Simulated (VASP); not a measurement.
# BN (F-43m) in VASP: notebook

Runs on BN. Level: PBE. Tasks: single point.

Everything below comes from runs of VASP 6.6.1. Logs are shortened: lines on timing, memory, paths and dates and some standing lists are left out, and cuts for length are marked.

## Step 1: The cell of the first run

The structure is cubic, space group F-43m (No. 216). Conventional cell: a = 3.474 Å, b = 3.474 Å, c = 3.474 Å, α = 90.00°, β = 90.00°, γ = 90.00°. Within 2.0 Å of B (site symmetry -43m) lie 4 N at 1.50 Å. N (site symmetry -43m) has 4 B at 1.50 Å within 2.0 Å.

## Step 2: Single point, PBE (volume 5.239 Å^3 an atom, c/a of the conventional cell 1.0000)

Contents of INCAR:

```
SYSTEM = BN
  PREC = Accurate
  ENCUT = 520
  EDIFF = 1E-7
  ISMEAR = 0
  SIGMA = 0.05
  LREAL = .FALSE.
  LASPH = .TRUE.
  NELM = 80
  ALGO = Normal
  ISIF = 2
  LWAVE = .FALSE.
  LCHARG = .FALSE.
  GGA = PE
  NBANDS = 11
```

Contents of KPOINTS:

```
regular mesh
0
G
  12 12 12
  0 0 0
```

Contents of POSCAR:

```
BN
1.0
    0.0000000000      1.7367986231      1.7367986231
    1.7367986231      0.0000000000      1.7367986231
    1.7367986231      1.7367986231      0.0000000000
B N
1 1
Direct
    0.0000000000      0.0000000000      0.0000000000
    0.7500000000      0.7500000000      0.7500000000
```

Potentials or basis: VASP PAW PBE potentials, release 64 (B, N).

The run is started by

```bash
cat potpaw_PBE.64/B/POTCAR potpaw_PBE.64/N/POTCAR > POTCAR
mpirun -np 1 vasp_std > vasp.out
```

OUTCAR:

```text
SYSTEM = BN
   PREC = Accurate
   ENCUT = 520
   EDIFF = 1E-7
   ISMEAR = 0
   LREAL = .FALSE.
   LASPH = .TRUE.
   NELM = 80
   ISIF = 2
   GGA = PE

 ion  position               nearest neighbor table
   1  0.000  0.000  0.000-   2 1.50   2 1.50   2 1.50   2 1.50
   2  0.750  0.750  0.750-   1 1.50   1 1.50   1 1.50   1 1.50

  LATTYP: Found a face centered cubic cell.
 ALAT       =     3.4735972462

  Lattice vectors:

 A1 = (   0.0000000000,   1.7367986231,   1.7367986231)
 A2 = (   1.7367986231,   0.0000000000,   1.7367986231)
 A3 = (   1.7367986231,   1.7367986231,   0.0000000000)

Analysis of symmetry for initial positions (statically):
=====================================================================
 Subroutine PRICEL returns:
 Original cell was already a primitive cell.

 Routine SETGRP: Setting up the symmetry group for a
 face centered cubic supercell.

 Subroutine GETGRP returns: Found 24 space group operations
 (whereof 24 operations were pure point group operations)
 out of a pool of 48 trial point group operations.

The static configuration has the point symmetry T_d .

Analysis of symmetry for dynamics (positions and initial velocities):
=====================================================================
 Subroutine PRICEL returns:
 Original cell was already a primitive cell.

 Routine SETGRP: Setting up the symmetry group for a
 face centered cubic supercell.

 Subroutine GETGRP returns: Found 24 space group operations
 (whereof 24 operations were pure point group operations)
 out of a pool of 48 trial point group operations.

The dynamic configuration has the point symmetry T_d .

 Subroutine INISYM returns: Found 24 space group operations
 (whereof 24 operations are pure point group operations),
 and found     1 'primitive' translations

----------------------------------------------------------------------------------------

                                     Primitive cell

  volume of cell :      10.4780

  direct lattice vectors                    reciprocal lattice vectors
     0.000000000  1.736798623  1.736798623    -0.287885995  0.287885995  0.287885995
     1.736798623  0.000000000  1.736798623     0.287885995 -0.287885995  0.287885995
     1.736798623  1.736798623  0.000000000     0.287885995  0.287885995 -0.287885995

  length of vectors
     2.456204168  2.456204168  2.456204168     0.498633170  0.498633170  0.498633170

  position of ions in fractional coordinates (direct lattice)
     0.000000000  0.000000000  0.000000000
     0.750000000  0.750000000  0.750000000

  ion indices of the primitive-cell ions
[... 79 lines left out ...]
   IBRION =     -1    ionic relax: 0-MD 1-quasi-New 2-CG
   NFREE  =      0    steps in history (QN), initial steepest desc. (CG)
   ISIF   =      2    stress and relaxation
   ISYM   =      2    0-nonsym 1-usesym 2-fastsym
   POTIM  = 0.5000    time-step for ionic-motion
   TEBEG  =    0.0;   TEEND  =   0.0 temperature during run
   PSTRESS=    0.0 pullay stress
   NELECT =       8.0000    total number of electrons
   NUPDOWN=      -1.0000    fix difference up-down
   EMIN   =  10.00;   EMAX   =-10.00  energy-range for DOS
   EFERMI =   0.00;   METHOD = LEGACY
   ISMEAR =     0;   SIGMA  =   0.05  broadening in eV -4-tet -1-fermi 0-gaus
   EFERMI_NEDOS =   21; number of points for ismear=-14 and -15
   IALGO  =     38    algorithm
   IMIX   =      4    mixing-type and parameters
     AMIX     =   0.40;   BMIX     =  1.00
     AMIX_MAG =   1.60;   BMIX_MAG =  1.00
  volume/ion in A,a.u.               =       5.24        35.35
  Fermi-wavevector in a.u.,A,eV,Ry     =   1.496277  2.827554 30.461338  2.238845
  Thomas-Fermi vector in A             =   2.608314
   LORBIT       =      0    0 simple, 1 ext, 2 COOP (PROOUT), +10 PAW based schemes
   GGA     = PE    functional components
   LHFCALC =     F    Hartree Fock is set to
   AEXX    =    0.0000 exact exchange contribution
   IVDW    =     0    specifies the selected vdW correction
   LEPSILON=     F    determine dielectric tensor
   LRPA    =     F    only Hartree local field effects (RPA)
 non-spin polarized calculation
 Gauss-broadening in eV      SIGMA  =   0.05
  energy-cutoff  :      520.00
  volume of cell :       10.48
 maximum number of plane-waves:       295
   NGX =  9   NGY =  9   NGZ =  9

 number of electron       7.9999997 magnetization

 Free energy of the ion-electron system (eV)
  ---------------------------------------------------
  ext. energy  EPLUGINS =         0.00000000
  ---------------------------------------------------
  free energy    TOTEN  =       -17.20284956 eV

  energy without entropy =      -17.20284956  energy(sigma->0) =      -17.20284956

 E-fermi :   9.2408     XC(G=0): -13.4231

 val. band max:        8.9509265041   @ k =   0.0000   0.0000   0.0000
 cond. band min:      13.5275312174   @ k =   0.5000   0.5000   0.0000
 fundamental gap:      4.5766047134
 Fermi energy:         9.2407662503

 k-point     1 :       0.0000    0.0000    0.0000
  band No.  band energies     occupation
      1     -12.7069      2.00000
      2       8.9509      2.00000
      3       8.9509      2.00000
      4       8.9509      2.00000
      5      18.3431      0.00000
      6      18.3431      0.00000
      7      18.3431      0.00000
      8      21.3183      0.00000
      9      36.0258      0.00000
     10      38.2244      0.00000
     11      38.2244      0.00000
[... 309 lines left out ...]
 k-point    24 :      -0.4167    0.1667    0.0000
  band No.  band energies     occupation
      1      -7.4946      2.00000
      2      -2.1270      2.00000
      3       4.4078      2.00000
      4       6.0558      2.00000
      5      18.8387      0.00000
      6      22.1056      0.00000
      7      22.7223      0.00000
      8      26.2547      0.00000
      9      31.5734      0.00000
     10      35.8410      0.00000
     11      38.1637      0.00000

 [... further k-points ...]
[... 5 lines left out ...]
  --------------------------------------------------------------------------------------
  -------------------------------------------------------------------------------------
  Total        3.9619311      3.9619311      3.9619311      0.0000000      0.0000000      0.0000000
  in kB      605.8137267    605.8137267    605.8137267      0.0000000      0.0000000      0.0000000
  external PRESSURE =     605.8137267 kB  Pullay stress =       0.0000000 kB

 VOLUME and BASIS-vectors are now :
 -----------------------------------------------------------------------------
  energy-cutoff  :      520.00
  volume of cell :       10.48
      direct lattice vectors                 reciprocal lattice vectors
     0.000000000  1.736798623  1.736798623    -0.287885995  0.287885995  0.287885995
     1.736798623  0.000000000  1.736798623     0.287885995 -0.287885995  0.287885995
     1.736798623  1.736798623  0.000000000     0.287885995  0.287885995 -0.287885995

 POSITION                                       TOTAL-FORCE (eV/Angst)
 -----------------------------------------------------------------------------------
      0.00000      0.00000      0.00000        -0.000000     -0.000000     -0.000000
      2.60520      2.60520      2.60520         0.000000      0.000000      0.000000
 -----------------------------------------------------------------------------------
    total drift:                               -0.000000     -0.000000      0.000000

  FREE ENERGIE OF THE ION-ELECTRON SYSTEM (eV)
  ---------------------------------------------------
  free  energy   TOTEN  =       -17.2028495598 eV

  energy  without entropy=      -17.2028495598  energy(sigma->0) =      -17.20284956
```

Wall time 5.2 s (1 thread of AMD EPYC 9R14 (Zen 4), shared host); peak memory 0.09 GiB.

What came out:

- Free energy: -17.2028 eV
- Pressure: 60.6 GPa
- Band gap on the k mesh: 4.58 eV, indirect (least direct gap 9.39 eV)

Levels at points of the mesh, in eV from the valence-band top:
| k point | band 1 | band 2 | band 3 | band 4 | band 5 | band 6 | band 7 | band 8 | band 9 |
| --- | --- | --- | --- | --- | --- | --- | --- | --- | --- |
| (0.00, 0.00, 0.00) | -21.66 | 0.00 | 0.00 | 0.00 | 9.39 | 9.39 | 9.39 | 12.37 | 27.07 |
| (0.50, 0.00, 0.00) | -16.85 | -11.84 | -2.18 | -2.18 | 11.36 | 11.36 | 11.76 | 16.49 | 25.28 |
| (0.50, 0.50, 0.00) | -15.31 | -9.74 | -5.53 | -5.53 | 4.58 | 9.90 | 19.83 | 19.83 | 22.95 |

 A k mesh can miss the band edges.

## Step 3: Single point, PBE (volume 5.382 Å^3 an atom, c/a of the conventional cell 1.0000)

Contents of INCAR:

```
SYSTEM = BN
PREC     = Accurate       ! precision mode
ENCUT    = 520            ! plane-wave cutoff, eV
EDIFF    = 1E-7           ! SCF threshold, eV
ISMEAR   = 0              ! smearing method
SIGMA    = 0.05           ! smearing width, eV
LREAL    = .False.        ! projectors in reciprocal space
LASPH    = .True.         ! aspherical terms in the spheres
NELM     = 100            ! most SCF steps
ALGO     = Normal         ! electronic algorithm
ISIF     = 2              ! what is computed and relaxed
LWAVE    = .False.        ! write WAVECAR
LCHARG   = .False.        ! write CHGCAR
GGA      = PE             ! functional
NBANDS   = 11             ! bands
```

Contents of KPOINTS:

```
regular mesh
0
Gamma
  12 12 12
  0 0 0
```

Contents of POSCAR:

```
BN
1.0
    0.0000000000      1.7524591278      1.7524591278
    1.7524591278      0.0000000000      1.7524591278
    1.7524591278      1.7524591278      0.0000000000
B N
1 1
Direct
    0.0000000000      0.0000000000      0.0000000000
    0.7500000000      0.7500000000      0.7500000000
```

Potentials or basis: VASP PAW PBE potentials, release 64 (B, N).

The run is started by

```bash
cat potpaw_PBE.64/B/POTCAR potpaw_PBE.64/N/POTCAR > POTCAR
mpirun -np 1 vasp_std > vasp.out
```

Run time: 5.3 s. Hardware: 1 thread of AMD EPYC 9R14 (Zen 4), shared host; peak memory 0.09 GiB.

The run converged. Its results:

```
Free energy            : -17.2979 eV
Pressure               : 45.6 GPa
Band gap on the k mesh : 4.55 eV, indirect (least direct gap 9.26 eV)
```

Levels at points of the mesh, in eV from the valence-band top:
| k point | band 1 | band 2 | band 3 | band 4 | band 5 | band 6 | band 7 | band 8 | band 9 |
| --- | --- | --- | --- | --- | --- | --- | --- | --- | --- |
| (0.00, 0.00, 0.00) | -21.33 | 0.00 | 0.00 | 0.00 | 9.26 | 9.26 | 9.26 | 11.90 | 26.54 |
| (0.50, 0.00, 0.00) | -16.65 | -11.57 | -2.12 | -2.12 | 11.22 | 11.22 | 11.39 | 16.21 | 24.85 |
| (0.50, 0.50, 0.00) | -15.16 | -9.55 | -5.38 | -5.38 | 4.55 | 9.75 | 19.39 | 19.39 | 22.44 |

[end of part 1 of 2]
